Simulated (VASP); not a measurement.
Here is a VASP 6.6.1 calculation.

The input INCAR:

```
SYSTEM = NaI
  ALGO = Normal
  EDIFF = 1E-6
  ENCUT = 500
  GGA = PE
  GGA_COMPAT = .False.
  ISIF = 2
  ISMEAR = 0
  LASPH = .True.
  LCHARG = .True.
  LELF = .True.
  LREAL = .False.
  LVHAR = .True.
  LWAVE = .False.
  NBANDS = 14
  NELM = 120
  PREC = Accurate
  SIGMA = 0.01
```

Contents of KPOINTS:

```
k-points
0
Gamma
  4 4 4
  0 0 0
```

POSCAR

```
NaI
1.0
    0.0000000000      2.7253065100      2.7253065100
    2.7253065100      0.0000000000      2.7253065100
    2.7253065100      2.7253065100      0.0000000000
Na I
1 1
Direct
    0.0000000000      0.0000000000      0.0000000000
    0.5000000000      0.5000000000      0.5000000000
```

Potentials or basis: VASP PAW PBE potentials, release 64 (Na_pv, I).

Command:

```sh
$ cat potpaw_PBE.64/Na_pv/POTCAR potpaw_PBE.64/I/POTCAR > POTCAR
$ mpirun -np 1 vasp_std > vasp.out
```

**Question.** What does it give for the pressure?

**Answer.** 29.9 GPa.

**Question.** What does it give for the band gap on the k mesh?

**Answer.** 3.87 eV, indirect (least direct gap 5.67 eV).

Caveat: the k points lie up to 0.50 Å⁻¹ apart; spin-orbit coupling is left out, which moves the levels of the heavy elements. A k mesh can miss the band edges.
